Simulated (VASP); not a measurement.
Input of a VASP 6.6.1 run:

Contents of INCAR:

```
PREC = Accurate
ENCUT = 520
EDIFF = 1E-6
ISMEAR = -1
SIGMA = 0.05
LREAL = Auto
LASPH = True
NELM = 150
ALGO = Normal
ISIF = 2
LWAVE = False
LCHARG = True
ISPIN = 2
MAGMOM = 0 0 0 0 0 0 0 0 0 0 0 0 0 0 0 0 1
LORBIT = 11
GGA = PS
LELF = True
LVHAR = True
NBANDS = 52
```

Contents of KPOINTS:

```
regular mesh
0
Gamma
  2 2 2
```

The input POSCAR:

```
AlSi16
1.0
    0.0000000000      5.4300000000      5.4300000000
    5.4300000000      0.0000000000      5.4300000000
    5.4300000000      5.4300000000      0.0000000000
Si Al
16 1
Direct
   -0.0045362003     -0.0025119390     -0.0020497648
    0.1259620011      0.1194258150      0.1202467542
    0.0025776808     -0.0203352439      0.5024961597
    0.1232936830      0.1181567256      0.6232343471
    0.0026213171      0.5016905511     -0.0196000001
    0.1233937212      0.6227847719      0.1184742006
   -0.0021494539      0.4974994656      0.4978062709
    0.1186099282      0.6177946970      0.6185321926
    0.5004600515     -0.0004611549      0.0003777784
    0.6241437620      0.1233282998      0.1240670638
    0.4980111935     -0.0025028345      0.4953867610
    0.6203272982      0.1194253687      0.6258767476
    0.4981149873      0.4946416064     -0.0019366870
    0.6203259908      0.6250049685      0.1202451987
    0.4804760881      0.5016931261      0.5025425245
    0.6185188166      0.6227928805      0.6233425637
    0.8685882348      0.3679204961      0.3685259890
```

Potentials or basis: VASP PAW PBE potentials, release 64 (Si, Al).

Run with:

```bash
$ cat potpaw_PBE.64/Si/POTCAR potpaw_PBE.64/Al/POTCAR > POTCAR
$ mpirun -np 1 vasp_std > vasp.out
```

(1) What does it give for the pressure?

(2) Predict the largest force.

Answers

(1) 3.6 GPa.

(2) 0.063 eV/Å.

Caveat: the k points lie up to 0.50 Å⁻¹ apart; the PAW data sets were made with another functional, which shifts forces and pressure a little.
